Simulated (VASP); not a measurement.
# C in VASP: single point with HSE06

Aim: the single point of C with HSE06.

Everything below comes from runs of VASP 6.6.1. Logs are shortened: lines on timing, memory, paths and dates and some standing lists are left out, and cuts for length are marked.

## 1. The cell of the first run

The cell holds a slab with vacuum, 4 atoms: a = 2.465 Å, b = 2.465 Å, c = 26.792 Å, α = 90.00°, β = 90.00°, γ = 120.00°.

## 2. Single point, HSE06

The input, POSCAR:

```
C
1.0
    2.4653741340      0.0000000000      0.0000000000
   -1.2326870670      2.1350766300      0.0000000000
    0.0000000000      0.0000000000     26.7915898120
C
4
Direct
    0.0000000000      0.0000000000      0.4366465050
    0.6666666667      0.3333333333      0.4366257298
    0.0000000000      0.0000000000      0.5633535050
    0.3333333333      0.6666666667      0.5633742702
```

The input, INCAR.step1:

```
SYSTEM = C
ALGO     = Normal         ! electronic algorithm
DIPOL    = 0.5 0.5 0.500
EDIFF    = 1E-5           ! SCF threshold, eV
ENCUT    = 520            ! plane-wave cutoff, eV
GGA      = PE             ! functional
GGA_COMPAT= .FALSE.      
IDIPOL   = 3            
ISIF     = 2              ! what is computed and relaxed
ISMEAR   = 0              ! smearing method
LASPH    = .TRUE.         ! aspherical terms in the spheres
LDIPOL   = .TRUE.       
LREAL    = .FALSE.        ! projectors in reciprocal space
LWAVE    = .TRUE.         ! write WAVECAR
NBANDS   = 16             ! bands
NELM     = 120            ! most SCF steps
NELMDL   = -8           
PREC     = Accurate       ! precision mode
SIGMA    = 0.05           ! smearing width, eV
```

The input, INCAR.step2:

```
SYSTEM = C
ALGO     = Normal         ! electronic algorithm
DIPOL    = 0.5 0.5 0.500
EDIFF    = 1E-6           ! SCF threshold, eV
ENCUT    = 520            ! plane-wave cutoff, eV
GGA      = PE             ! functional
GGA_COMPAT= .FALSE.      
HFSCREEN = 0.2079         ! screening, 1/A
IDIPOL   = 3            
ISIF     = 2              ! what is computed and relaxed
ISMEAR   = 0              ! smearing method
ISTART   = 1            
LASPH    = .TRUE.         ! aspherical terms in the spheres
LCHARG   = .TRUE.         ! write CHGCAR
LDIPOL   = .TRUE.       
LELF     = .TRUE.         ! ELF
LHFCALC  = .TRUE.         ! exact exchange
LREAL    = .FALSE.        ! projectors in reciprocal space
LVACPOTAV= .TRUE.       
LVHAR    = .TRUE.       
LWAVE    = .FALSE.        ! write WAVECAR
NBANDS   = 16             ! bands
NELM     = 120            ! most SCF steps
PREC     = Accurate       ! precision mode
PRECFOCK = Normal       
SIGMA    = 0.05           ! smearing width, eV
```

The input, KPOINTS:

```
k-points
0
G
  9 9 1
  0 0 0
```

Potentials or basis: VASP PAW PBE potentials, release 64 (C).

Launch:

```bash
> cat potpaw_PBE.64/C/POTCAR > POTCAR
> cp INCAR.step1 INCAR
> mpirun -np 1 vasp_std > vasp.out
> cp INCAR.step2 INCAR
> mpirun -np 1 vasp_std > vasp.out
```

OUTCAR:

```text
SYSTEM = C
   EDIFF = 1E-6
   ENCUT = 520
   GGA = PE
   HFSCREEN = 0.2079
   ISIF = 2
   ISMEAR = 0
   ISTART = 1
   LASPH = .TRUE.
   LHFCALC = .TRUE.
   LREAL = .FALSE.
   NELM = 120
   PREC = Accurate
   PRECFOCK = Normal

 ion  position               nearest neighbor table
   1  0.000  0.000  0.437-   2 1.42   2 1.42   2 1.42
   2  0.667  0.333  0.437-   1 1.42   1 1.42   1 1.42
   3  0.000  0.000  0.563-   4 1.42   4 1.42   4 1.42
   4  0.333  0.667  0.563-   3 1.42   3 1.42   3 1.42

  LATTYP: Found a hexagonal cell.
 ALAT       =     2.4653741340
 C/A-ratio  =    10.8671497127

  Lattice vectors:

 A1 = (   2.4653741340,   0.0000000000,   0.0000000000)
 A2 = (  -1.2326870670,   2.1350766300,   0.0000000000)
 A3 = (   0.0000000000,   0.0000000000,  26.7915898120)

Analysis of symmetry for initial positions (statically):
=====================================================================
 Subroutine PRICEL returns:
 Original cell was already a primitive cell.

 Routine SETGRP: Setting up the symmetry group for a
 hexagonal supercell.

 Subroutine GETGRP returns: Found 12 space group operations
 (whereof 12 operations were pure point group operations)
 out of a pool of 24 trial point group operations.

The static configuration has the point symmetry D_3d.

Analysis of symmetry for dynamics (positions and initial velocities):
=====================================================================
 Subroutine PRICEL returns:
 Original cell was already a primitive cell.

 Routine SETGRP: Setting up the symmetry group for a
 hexagonal supercell.

 Subroutine GETGRP returns: Found 12 space group operations
 (whereof 12 operations were pure point group operations)
 out of a pool of 24 trial point group operations.

The dynamic configuration has the point symmetry D_3d.

 Subroutine INISYM returns: Found 12 space group operations
 (whereof 12 operations are pure point group operations),
 and found     1 'primitive' translations

----------------------------------------------------------------------------------------

                                     Primitive cell

  volume of cell :     141.0246

  direct lattice vectors                    reciprocal lattice vectors
     2.465374134  0.000000000  0.000000000     0.405617949  0.234183632  0.000000000
    -1.232687067  2.135076630  0.000000000     0.000000000  0.468367264  0.000000000
     0.000000000  0.000000000 26.791589812     0.000000000  0.000000000  0.037325146

  length of vectors
     2.465374134  2.465374134 26.791589812     0.468367264  0.468367264  0.037325146

  position of ions in fractional coordinates (direct lattice)
     0.000000000  0.000000000  0.436646505
     0.666666667  0.333333333  0.436625730
     0.000000000  0.000000000  0.563353505
     0.333333333  0.666666667  0.563374270

  ion indices of the primitive-cell ions
   primitive index   ion index
                 1           1
                 2           2
                 3           3
                 4           4

----------------------------------------------------------------------------------------

 KPOINTS: k-points

Automatic generation of k-mesh.
 Grid dimensions read from file:
 generate k-points for:    9    9    1

 Generating k-lattice:

  Cartesian coordinates                     Fractional coordinates (reciprocal lattice)
     0.045068661  0.026020404  0.000000000     0.111111111  0.000000000  0.000000000
     0.000000000  0.052040807  0.000000000     0.000000000  0.111111111  0.000000000
     0.000000000  0.000000000  0.037325146     0.000000000  0.000000000  1.000000000

  Length of vectors
     0.052040807  0.052040807  0.037325146

  Shift w.r.t. Gamma in fractional coordinates (k-lattice)
     0.000000000  0.000000000  0.000000000

 Subroutine IBZKPT returns following result:
 ===========================================

 Found     12 irreducible k-points:

 Following reciprocal coordinates:
            Coordinates               Weight
  0.000000  0.000000  0.000000      1.000000
  0.111111  0.000000  0.000000      6.000000
  0.222222  0.000000  0.000000      6.000000
  0.333333  0.000000  0.000000      6.000000
  0.444444  0.000000  0.000000      6.000000
  0.111111  0.111111  0.000000      6.000000
  0.222222  0.111111  0.000000     12.000000
  0.333333  0.111111  0.000000     12.000000
  0.444444  0.111111  0.000000      6.000000
  0.222222  0.222222  0.000000      6.000000
  0.333333  0.222222  0.000000     12.000000
  0.333333  0.333333  0.000000      2.000000
   k-points           NKPTS =     12   k-points in BZ     NKDIM =     81   number of bands    NBANDS=     16
   number of dos      NEDOS =    301   number of ions     NIONS =      4
   total plane-waves  NPLWV =  64800
   dimension x,y,z NGX =    18 NGY =   18 NGZ =  200
   dimension x,y,z NGXF=    36 NGYF=   36 NGZF=  400
   ions per type =               4
   NGX,Y,Z   is equivalent  to a cutoff of  12.14, 12.14, 12.41 a.u.
   NGXF,Y,Z  is equivalent  to a cutoff of  24.28, 24.28, 24.82 a.u.
 SYSTEM =  C
   PREC   = accura    normal or accurate (medium, high low for compatibility)
   ISTART =      1    job   : 0-new  1-cont  2-samecut
   ICHARG =      0    charge: 1-file 2-atom 10-const
   ISPIN  =      1    spin polarized calculation?
   LNONCOLLINEAR =      F non collinear calculations
   LSORBIT =      F    spin-orbit coupling
   LASPH  =      T    aspherical Exc in radial PAW
   ENCUT  =  520.0 eV  38.22 Ry    6.18 a.u.   4.58  4.58 49.81*2*pi/ulx,y,z
   NELM   =    120;   NELMIN=  2; NELMDL=  0     # of ELM steps
   EDIFF  = 0.1E-05   stopping-criterion for ELM
   LREAL  =      F    real-space projection
   EDIFFG = 0.1E-04   stopping-criterion for IOM
   NSW    =      0    number of steps for IOM
   IBRION =     -1    ionic relax: 0-MD 1-quasi-New 2-CG
   NFREE  =      0    steps in history (QN), initial steepest desc. (CG)
   ISIF   =      2    stress and relaxation
   ISYM   =      3    0-nonsym 1-usesym 2-fastsym
   POTIM  = 0.5000    time-step for ionic-motion
   TEBEG  =    0.0;   TEEND  =   0.0 temperature during run
   PSTRESS=    0.0 pullay stress
   NELECT =      16.0000    total number of electrons
   NUPDOWN=      -1.0000    fix difference up-down
   EMIN   =  10.00;   EMAX   =-10.00  energy-range for DOS
   EFERMI =   0.00;   METHOD = LEGACY
   ISMEAR =     0;   SIGMA  =   0.05  broadening in eV -4-tet -1-fermi 0-gaus
   EFERMI_NEDOS =   21; number of points for ismear=-14 and -15
   IALGO  =     38    algorithm
   IMIX   =      1    mixing-type and parameters
     AMIX     =   0.40;   BMIX     =  1.00
     AMIX_MAG =   1.60;   BMIX_MAG =  1.00
  volume/ion in A,a.u.               =      35.26       237.92
  Fermi-wavevector in a.u.,A,eV,Ry     =   0.792532  1.497667  8.545905  0.628106
  Thomas-Fermi vector in A             =   1.898288
   LORBIT       =      0    0 simple, 1 ext, 2 COOP (PROOUT), +10 PAW based schemes
   GGA     = PE    functional components
   LHFCALC =     T    Hartree Fock is set to
   PRECFOCK=normal    Normal, Fast or Accurate (Low or Medium for compatibility)
   ENCUT4O =  -1.0   cutoff for four orbital integrals eV
   NKREDX  =     1    reduce k-point grid by
   NKREDY  =     1    reduce k-point grid by
   NKREDZ  =     1    reduce k-point grid by
   AEXX    =    0.2500 exact exchange contribution
   HFSCREEN=    0.2079 screening length (either q_TF or 0.3 A-1)
   HFSCREENC=   0.2079 screening length for correlation (either q_TF or 0.3 A-1)
   ENCUTFOCK=  -1.0 apply spherical cutoff to Coloumb kernel
   IVDW    =     0    specifies the selected vdW correction
   LEPSILON=     F    determine dielectric tensor
   LRPA    =     F    only Hartree local field effects (RPA)
 non-spin polarized calculation
 Gauss-broadening in eV      SIGMA  =   0.05
  energy-cutoff  :      520.00
  volume of cell :      141.02
 maximum number of plane-waves:      3844
  NGX = 14; NGY = 14; NGZ =160

 number of electron      15.9999996 magnetization

 dipolmoment           0.000000      0.000000     -0.000001 electrons x Angstroem

 Free energy of the ion-electron system (eV)
  ---------------------------------------------------
  ext. energy  EPLUGINS =         0.00000000
  ---------------------------------------------------
  free energy    TOTEN  =       -42.29204686 eV

  energy without entropy =      -42.29065381  energy(sigma->0) =      -42.29135033

 E-fermi :  -2.0872     XC(G=0):  -2.3929

 val. band max:       -2.0873259835   @ k =   0.3333   0.3333   0.0000
 cond. band min:      -2.0870403378   @ k =   0.3333   0.3333   0.0000
 fundamental gap:      0.0002856458
 Fermi energy:        -2.0871831607

 k-point     1 :       0.0000    0.0000    0.0000
  band No.  band energies     occupation
      1     -24.2112      2.00000
      2     -24.0662      2.00000
      3     -11.4288      2.00000
      4     -10.4246      2.00000
      5      -6.0888      2.00000
      6      -6.0888      2.00000
[... 8 lines left out ...]
     15       4.6016      0.00000
     16       6.0538      0.00000

 k-point     2 :       0.1111    0.0000    0.0000
  band No.  band energies     occupation
      1     -23.8919      2.00000
      2     -23.7494      2.00000
      3     -11.0338      2.00000
      4     -10.0399      2.00000
      5      -7.3024      2.00000
      6      -7.2818      2.00000
[... 8 lines left out ...]
     15       4.9870      0.00000
     16       6.4310      0.00000

 k-point     3 :       0.2222    0.0000    0.0000
  band No.  band energies     occupation
      1     -22.9397      2.00000
      2     -22.8050      2.00000
      3     -10.0960      2.00000
      4     -10.0539      2.00000
      5      -9.8605      2.00000
      6      -8.9015      2.00000
[... 8 lines left out ...]
     15       6.1125      0.00000
     16       6.8432      0.00000
[... 134 lines left out ...]
 k-point    11 :       0.3333    0.2222    0.0000
  band No.  band energies     occupation
      1     -18.4393      2.00000
      2     -18.3455      2.00000
      3     -15.6951      2.00000
      4     -15.6311      2.00000
      5     -12.7139      2.00000
      6     -12.6673      2.00000
[... 8 lines left out ...]
     15      10.1931      0.00000
     16      10.4302      0.00000

 k-point    12 :       0.3333    0.3333    0.0000
  band No.  band energies     occupation
      1     -16.6381      2.00000
      2     -16.5895      2.00000
      3     -16.5895      2.00000
      4     -16.5453      2.00000
      5     -14.1816      2.00000
      6     -14.1816      2.00000
[... 8 lines left out ...]
     15      11.5540      0.00000
     16      12.3674      0.00000

------------------------ aborting loop because EDIFF is reached ----------------------------------------

  FORCE on cell =-STRESS in cart. coord.  units (eV):
  Direction    XX          YY          ZZ          XY          YZ          ZX
  --------------------------------------------------------------------------------------
  -------------------------------------------------------------------------------------
  Total       -1.5862453     -1.5862453      0.2035772      0.0000000      0.0000000      0.0000000
  in kB      -18.0213010    -18.0213010      2.3128365      0.0000000      0.0000000      0.0000000
  external PRESSURE =     -11.2432552 kB  Pullay stress =       0.0000000 kB

 VOLUME and BASIS-vectors are now :
 -----------------------------------------------------------------------------
  energy-cutoff  :      520.00
  volume of cell :      141.02
      direct lattice vectors                 reciprocal lattice vectors
     2.465374134  0.000000000  0.000000000     0.405617949  0.234183632  0.000000000
    -1.232687067  2.135076630  0.000000000     0.000000000  0.468367264  0.000000000
     0.000000000  0.000000000 26.791589812     0.000000000  0.000000000  0.037325146

 POSITION                                       TOTAL-FORCE (eV/Angst)
 -----------------------------------------------------------------------------------
      0.00000      0.00000     11.69845         0.000000      0.000000     -0.025386
      1.23269      0.71169     11.69790        -0.000000      0.000000     -0.043457
      0.00000      0.00000     15.09314        -0.000000      0.000000      0.025386
     -0.00000      1.42338     15.09369         0.000000     -0.000000      0.043457
 -----------------------------------------------------------------------------------
    total drift:                               -0.000000     -0.000000     -0.000231

  FREE ENERGIE OF THE ION-ELECTRON SYSTEM (eV)
  ---------------------------------------------------
  free  energy   TOTEN  =       -42.2920468590 eV

  energy  without entropy=      -42.2906538096  energy(sigma->0) =      -42.29135033

 vacuum level on the upper side and lower side of the slab         2.252         2.252
```

Run time: 33 min. Hardware: 1 thread of AMD EPYC 7R43 (Zen 3), shared host; peak memory 0.33 GiB.

Results:

```yaml
Free_energy: -42.2920 eV
Largest_force: 0.043 eV/Å
Band_gap_on_the_k_mesh: zero (filled and empty bands touch)
```

Forces in eV/Å, atoms in the order of the input:
```
C    0.000  0.000 -0.025
C    0.000  0.000 -0.043
C    0.000  0.000  0.025
C    0.000  0.000  0.043
```

Caveat: the PAW data sets were made with another functional, which shifts forces and pressure a little.
